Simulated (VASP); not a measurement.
# In2Sb2O7 (C2/m) in VASP: single point with r2SCAN

Aim: the single point of In2Sb2O7 with r2SCAN.

Program: VASP 6.6.1. These are calculated values, not measurements. Logs are shortened: lines on timing, memory, paths and dates and some standing lists are left out, and cuts for length are marked.

## (1) The cell of the first run

It takes space group C2/m (No. 12, monoclinic). Conventional cell: a = 6.825 Å, b = 9.030 Å, c = 5.727 Å, α = 90.00°, β = 96.52°, γ = 90.00°. O (site symmetry 2/m) has 2 Sb at 1.95 Å within 2.6 Å. Within 2.8 Å of O (site symmetry m) lie 2 Sb at 2.14 to 2.32 Å and 2 In at 2.27 Å and 2 O at 2.66 Å. Within 2.6 Å of O (site symmetry 1) lie 1 Sb at 1.96 Å and 2 In at 2.13 to 2.25 Å and 1 O at 2.55 Å. Within 2.8 Å of In (site symmetry 2) lie 6 O at 2.13 to 2.27 Å. Sb (site symmetry m) has 5 O at 1.95 to 2.32 Å within 2.6 Å.

## (2) Single point, r2SCAN

Contents of POSCAR:

```
In2Sb2O7
1.0
   -3.4097818266     -0.1299731584      4.5147920781
    0.8669657832     -5.6606736559      0.0000000000
    3.4097818266      0.1299731584      4.5147920781
O In Sb
7 2 2
Direct
    0.0000000000      0.0000000000      0.0000000000
    0.5404480218      0.7570593053      0.4595519782
    0.4595519782      0.2429406947      0.5404480218
    0.9484783211      0.3201435805      0.3970258688
    0.3970258688      0.6798564195      0.9484783211
    0.0515216789      0.6798564195      0.6029741312
    0.6029741312      0.3201435805      0.0515216789
    0.3080057137      0.5000000000      0.3080057137
    0.6919942863      0.5000000000      0.6919942863
    0.7404216754      0.1124122327      0.2595783246
    0.2595783246      0.8875877673      0.7404216754
```

Contents of INCAR.step1:

```
  PREC = Accurate
  ENCUT = 520
  ISMEAR = -1
  SIGMA = 0.1
  LREAL = F
  LASPH = T
  NELM = 60
  NBANDS = 50
  GGA = PE
  ALGO = Normal
  EDIFF = 1E-4
  LWAVE = T
  LCHARG = F
```

Contents of INCAR.step2:

```
  PREC = Accurate
  ENCUT = 520
  EDIFF = 1E-6
  ISMEAR = -1
  SIGMA = 0.1
  LREAL = F
  LASPH = T
  NELM = 60
  ALGO = Normal
  ISIF = 2
  LWAVE = F
  LCHARG = T
  METAGGA = R2SCAN
  LMIXTAU = T
  LELF = T
  LVHAR = T
  NBANDS = 50
  ISTART = 1
```

Contents of KPOINTS:

```
Automatic mesh
0
Gamma
  3 4 3
```

Potentials or basis: VASP PAW PBE potentials, release 64 (O, In_d, Sb).

Run with:

```sh
cat potpaw_PBE.64/O/POTCAR potpaw_PBE.64/In_d/POTCAR potpaw_PBE.64/Sb/POTCAR > POTCAR
cp INCAR.step1 INCAR
mpirun -np 1 vasp_std > vasp.out
cp INCAR.step2 INCAR
mpirun -np 1 vasp_std > vasp.out
```

OUTCAR:

```text
PREC = Accurate
   ENCUT = 520
   EDIFF = 1E-6
   ISMEAR = -1
   LREAL = F
   LASPH = T
   NELM = 60
   ISIF = 2
   METAGGA = R2SCAN
   ISTART = 1

 ion  position               nearest neighbor table
   1  0.000  0.000  0.000-  10 1.95  11 1.95
   2  0.540  0.757  0.460-  11 2.14   9 2.27   8 2.27  10 2.32
   3  0.460  0.243  0.540-  10 2.14   9 2.27   8 2.27  11 2.32
   4  0.948  0.320  0.397-  10 1.96   8 2.13   9 2.25
   5  0.397  0.680  0.948-  11 1.96   8 2.13   9 2.25
   6  0.052  0.680  0.603-  11 1.96   9 2.13   8 2.25
   7  0.603  0.320  0.052-  10 1.96   9 2.13   8 2.25
   8  0.308  0.500  0.308-   4 2.13   5 2.13   6 2.25   7 2.25   2 2.27   3 2.27  10 3.38  11 3.38
                             9 3.47   9 3.57   9 3.57  10 3.86  11 3.86
   9  0.692  0.500  0.692-   6 2.13   7 2.13   4 2.25   5 2.25   2 2.27   3 2.27  10 3.38  11 3.38
                             8 3.47   8 3.57   8 3.57  11 3.86  10 3.86
  10  0.740  0.112  0.260-   1 1.95   4 1.96   7 1.96   3 2.14   2 2.32   8 3.38   9 3.38  11 3.39
                             8 3.86   9 3.86
  11  0.260  0.888  0.740-   1 1.95   5 1.96   6 1.96   2 2.14   3 2.32   8 3.38   9 3.38  10 3.39
                             9 3.86   8 3.86

  LATTYP: Found a base centered monoclinic cell.
 ALAT       =     6.8245161373
 B/A-ratio  =     1.3231097963
 C/A-ratio  =     0.8391333823
 COS(beta)  =    -0.1136297543

  Lattice vectors:

 A1 = (  -3.4097818266,  -0.1299731584,   4.5147920781)
 A2 = (  -3.4097818266,  -0.1299731584,  -4.5147920781)
 A3 = (   0.8669657832,  -5.6606736559,   0.0000000000)

Analysis of symmetry for initial positions (statically):
=====================================================================
 Subroutine PRICEL returns:
 Original cell was already a primitive cell.

 Routine SETGRP: Setting up the symmetry group for a
 base centered monoclinic supercell.

 Subroutine GETGRP returns: Found  4 space group operations
 (whereof  4 operations were pure point group operations)
 out of a pool of  4 trial point group operations.

The static configuration has the point symmetry C_2h.

Analysis of symmetry for dynamics (positions and initial velocities):
=====================================================================
 Subroutine PRICEL returns:
 Original cell was already a primitive cell.

 Routine SETGRP: Setting up the symmetry group for a
 base centered monoclinic supercell.

 Subroutine GETGRP returns: Found  4 space group operations
 (whereof  4 operations were pure point group operations)
 out of a pool of  4 trial point group operations.

The dynamic configuration has the point symmetry C_2h.

 Subroutine INISYM returns: Found  4 space group operations
 (whereof  4 operations are pure point group operations),
 and found     1 'primitive' translations

----------------------------------------------------------------------------------------

                                     Primitive cell

  volume of cell :     175.3035

  direct lattice vectors                    reciprocal lattice vectors
    -3.409781827 -0.129973158  4.514792078    -0.145785856 -0.022327970  0.110747071
     0.866965783 -5.660673656  0.000000000     0.006694697 -0.175632087  0.000000000
     3.409781827  0.129973158  4.514792078     0.145785856  0.022327970  0.110747071

  length of vectors
     5.659227212  5.726679309  5.659227212     0.184436894  0.175759634  0.184436894

  position of ions in fractional coordinates (direct lattice)
     0.000000000  0.000000000  0.000000000
     0.540448022  0.757059305  0.459551978
     0.459551978  0.242940695  0.540448022
     0.948478321  0.320143581  0.397025869
     0.397025869  0.679856419  0.948478321
     0.051521679  0.679856419  0.602974131
     0.602974131  0.320143581  0.051521679
     0.308005714  0.500000000  0.308005714
     0.691994286  0.500000000  0.691994286
     0.740421675  0.112412233  0.259578325
     0.259578325  0.887587767  0.740421675

  ion indices of the primitive-cell ions
   primitive index   ion index
                 1           1
                 2           2
                 3           3
                 4           4
                 5           5
                 6           6
                 7           7
                 8           8
                 9           9
                10          10
                11          11

----------------------------------------------------------------------------------------

 KPOINTS: Automatic mesh

Automatic generation of k-mesh.
 Grid dimensions read from file:
 generate k-points for:    3    4    3

 Generating k-lattice:

  Cartesian coordinates                     Fractional coordinates (reciprocal lattice)
    -0.048595285 -0.007442657  0.036915690     0.333333333  0.000000000 -0.000000000
     0.001673674 -0.043908022  0.000000000    -0.000000000  0.250000000  0.000000000
     0.048595285  0.007442657  0.036915690    -0.000000000  0.000000000  0.333333333

  Length of vectors
     0.061478965  0.043939908  0.061478965

  Shift w.r.t. Gamma in fractional coordinates (k-lattice)
     0.000000000  0.000000000  0.000000000

 Subroutine IBZKPT returns following result:
 ===========================================

 Found     14 irreducible k-points:

 Following reciprocal coordinates:
            Coordinates               Weight
  0.000000  0.000000  0.000000      1.000000
  0.333333 -0.000000 -0.000000      4.000000
 -0.000000  0.250000  0.000000      2.000000
  0.333333  0.250000 -0.000000      4.000000
 -0.333333  0.250000  0.000000      4.000000
 -0.000000  0.500000  0.000000      1.000000
  0.333333  0.500000  0.000000      4.000000
  0.333333  0.000000  0.333333      2.000000
 -0.333333  0.000000  0.333333      2.000000
  0.333333  0.250000  0.333333      4.000000
 -0.333333  0.250000  0.333333      2.000000
  0.333333  0.500000  0.333333      2.000000
 -0.333333  0.500000  0.333333      2.000000
 -0.333333 -0.250000  0.333333      2.000000
   k-points           NKPTS =     14   k-points in BZ     NKDIM =     14   number of bands    NBANDS=     50
   number of dos      NEDOS =    301   number of ions     NIONS =     11
   total plane-waves  NPLWV =  84672
   dimension x,y,z NGX =    42 NGY =   48 NGZ =   42
   dimension x,y,z NGXF=    84 NGYF=   96 NGZF=   84
   ions per type =               7   2   2
   NGX,Y,Z   is equivalent  to a cutoff of  12.34, 13.93, 12.34 a.u.
   NGXF,Y,Z  is equivalent  to a cutoff of  24.68, 27.87, 24.68 a.u.
 SYSTEM =  unknown system
   PREC   = accura    normal or accurate (medium, high low for compatibility)
   ISTART =      1    job   : 0-new  1-cont  2-samecut
   ICHARG =      0    charge: 1-file 2-atom 10-const
   ISPIN  =      1    spin polarized calculation?
   LNONCOLLINEAR =      F non collinear calculations
   LSORBIT =      F    spin-orbit coupling
   LASPH  =      T    aspherical Exc in radial PAW
   ENCUT  =  520.0 eV  38.22 Ry    6.18 a.u.  10.52 10.65 10.52*2*pi/ulx,y,z
   NELM   =     60;   NELMIN=  2; NELMDL=  0     # of ELM steps
   EDIFF  = 0.1E-05   stopping-criterion for ELM
   LREAL  =      F    real-space projection
   EDIFFG = 0.1E-04   stopping-criterion for IOM
   NSW    =      0    number of steps for IOM
   IBRION =     -1    ionic relax: 0-MD 1-quasi-New 2-CG
   NFREE  =      0    steps in history (QN), initial steepest desc. (CG)
   ISIF   =      2    stress and relaxation
   ISYM   =      2    0-nonsym 1-usesym 2-fastsym
   POTIM  = 0.5000    time-step for ionic-motion
   TEBEG  =    0.0;   TEEND  =   0.0 temperature during run
   PSTRESS=    0.0 pullay stress
   NELECT =      78.0000    total number of electrons
   NUPDOWN=      -1.0000    fix difference up-down
   EMIN   =  10.00;   EMAX   =-10.00  energy-range for DOS
   EFERMI =   0.00;   METHOD = LEGACY
   ISMEAR =    -1;   SIGMA  =   0.10  broadening in eV -4-tet -1-fermi 0-gaus
   EFERMI_NEDOS =   21; number of points for ismear=-14 and -15
   IALGO  =     38    algorithm
   IMIX   =      4    mixing-type and parameters
     AMIX     =   0.40;   BMIX     =  1.00
     AMIX_MAG =   1.60;   BMIX_MAG =  1.00
  volume/ion in A,a.u.               =      15.94       107.55
  Fermi-wavevector in a.u.,A,eV,Ry     =   1.249807  2.361792 21.252531  1.562017
  Thomas-Fermi vector in A             =   2.383830
   LORBIT       =      0    0 simple, 1 ext, 2 COOP (PROOUT), +10 PAW based schemes
   METAGGA = R2SCAN    functional components
   LHFCALC =     F    Hartree Fock is set to
   AEXX    =    0.0000 exact exchange contribution
   IVDW    =     0    specifies the selected vdW correction
   LEPSILON=     F    determine dielectric tensor
   LRPA    =     F    only Hartree local field effects (RPA)
 non-spin polarized calculation
  energy-cutoff  :      520.00
  volume of cell :      175.30
 maximum number of plane-waves:      4743
 NGX is ok and might be reduce to    42
   NGX = 21   NGY = 21   NGZ = 21

 number of electron      77.9999975 magnetization

 Free energy of the ion-electron system (eV)
  ---------------------------------------------------
  ext. energy  EPLUGINS =         0.00000000
  ---------------------------------------------------
  free energy    TOTEN  =      -154.31818265 eV

  energy without entropy =     -154.29923828  energy(sigma->0) =     -154.30871046

 E-fermi :   5.4865     XC(G=0): -10.1143

 val. band max:        5.2842375842   @ k =  -0.3333   0.2500   0.3333
 cond. band min:       5.6991915918   @ k =  -0.3333   0.0000   0.3333
 fundamental gap:      0.4149540076
 Fermi energy:         5.4865394128

 k-point     1 :       0.0000    0.0000    0.0000
  band No.  band energies     occupation
      1     -16.3411      2.00000
      2     -15.4145      2.00000
      3     -15.1453      2.00000
      4     -15.0362      2.00000
      5     -14.7578      2.00000
      6     -14.7035      2.00000
[... 42 lines left out ...]
     49      12.7028      0.00000
     50      12.8415      0.00000
[... 687 lines left out ...]
     49      12.5373      0.00000
     50      12.6077      0.00000

------------------------ aborting loop because EDIFF is reached ----------------------------------------

  FORCE on cell =-STRESS in cart. coord.  units (eV):
  Direction    XX          YY          ZZ          XY          YZ          ZX
  --------------------------------------------------------------------------------------
  -------------------------------------------------------------------------------------
  Total        0.3730281      0.2408231      0.5590101     -0.1037528      0.0000000      0.0000000
  in kB        3.4092723      2.2009907      5.1090452     -0.9482435      0.0000000      0.0000000
  external PRESSURE =       3.5731027 kB  Pullay stress =       0.0000000 kB

 VOLUME and BASIS-vectors are now :
 -----------------------------------------------------------------------------
  energy-cutoff  :      520.00
  volume of cell :      175.30
      direct lattice vectors                 reciprocal lattice vectors
    -3.409781827 -0.129973158  4.514792078    -0.145785856 -0.022327970  0.110747071
     0.866965783 -5.660673656  0.000000000     0.006694697 -0.175632087  0.000000000
     3.409781827  0.129973158  4.514792078     0.145785856  0.022327970  0.110747071

 POSITION                                       TOTAL-FORCE (eV/Angst)
 -----------------------------------------------------------------------------------
      0.00000      0.00000      0.00000         0.000000      0.000000     -0.000000
      0.38051     -4.29598      4.51479         0.001661     -0.088692     -0.000000
      0.48646     -1.36469      4.51479        -0.001661      0.088692     -0.000000
     -1.60278     -1.88390      6.07467        -0.001815     -0.004908      0.018195
      2.46974     -3.77677      6.07467         0.001815      0.004908      0.018195
      2.46974     -3.77677      2.95491         0.001815      0.004908     -0.018195
     -1.60278     -1.88390      2.95491        -0.001815     -0.004908     -0.018195
      0.43348     -2.83034      2.78116         0.000000      0.000000     -0.012831
      0.43348     -2.83034      6.24842         0.000000      0.000000      0.012831
     -1.54211     -0.69883      4.51479         0.094031      0.116247     -0.000000
      2.40908     -4.96185      4.51479        -0.094031     -0.116247     -0.000000
 -----------------------------------------------------------------------------------
    total drift:                               -0.000000      0.000000     -0.000000

  FREE ENERGIE OF THE ION-ELECTRON SYSTEM (eV)
  ---------------------------------------------------
  free  energy   TOTEN  =      -154.3181826491 eV

  energy  without entropy=     -154.2992382778  energy(sigma->0) =     -154.30871046
```

Wall time 16 min (1 thread of Oxide Virtual Turin-like, shared host); peak memory 0.34 GiB.

What came out:

- Free energy: -154.3182 eV
- Pressure: 0.4 GPa
- Largest force: 0.150 eV/Å
- Band gap on the k mesh: 0.41 eV, indirect (least direct gap 0.60 eV)

Forces in eV/Å, atoms in the order of the input:
```
O    0.000  0.000  0.000
O    0.002 -0.089  0.000
O   -0.002  0.089  0.000
O   -0.002 -0.005  0.018
O    0.002  0.005  0.018
O    0.002  0.005 -0.018
O   -0.002 -0.005 -0.018
In   0.000  0.000 -0.013
In   0.000  0.000  0.013
Sb   0.094  0.116  0.000
Sb  -0.094 -0.116  0.000
```

Caveat: the PAW data sets were made with another functional, which shifts forces and pressure a little; spin-orbit coupling is left out, which moves the levels of the heavy elements. r2SCAN opens gaps a little over a GGA but as a rule still falls short of measured ones.
